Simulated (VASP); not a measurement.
# Ta2Ru: single point with PBE

The system is Ta2Ru.

```
Ta Ru
1.0
     0.00000    3.08222    3.08222
     3.08222    0.00000    3.08222
     3.08222    3.08222    0.00000
Ta Ru
2 1
Direct
  0.25000 0.25000 0.25000
  0.75000 0.75000 0.75000
  0.00000 0.00000 0.00000
```

| Quantity | Value |
| --- | --- |
| Program | VASP 6.6.1 |
| Task | single point |
| Functional | PBE |
| Potentials or basis | VASP PAW PBE potentials, release 64 (Ta_pv, Ru_pv) |
| Cutoff | 520 eV |
| k mesh | 14 × 14 × 14 |
| Occupations | gaussian, width 0.1 eV |
| Spin | no spin polarisation |

The pressure is 0.0 GPa and the band gap on the k mesh is zero (bands 18 and 19 overlap by 1.22 eV).

Levels at points of the mesh, in eV from the Fermi level:
```csv
k point,band 15,band 16,band 17,band 18,band 19,band 20,band 21,band 22
"(0.00, 0.00, 0.00)",-2.86,-2.26,-2.26,-2.26,1.24,1.24,3.79,3.79
"(0.50, 0.00, 0.00)",-3.33,-3.31,-0.84,-0.84,0.62,0.71,0.71,1.79
"(0.50, 0.50, 0.00)",-2.78,-2.09,-1.88,0.82,0.82,1.45,1.46,2.04
```

Run time: 100 s on 1 thread of AMD EPYC 9R45 96-Core Processor (Zen 5), on a shared host, peak memory 0.25 GiB.

Caveat: spin-orbit coupling is left out, which moves the levels of the heavy elements.
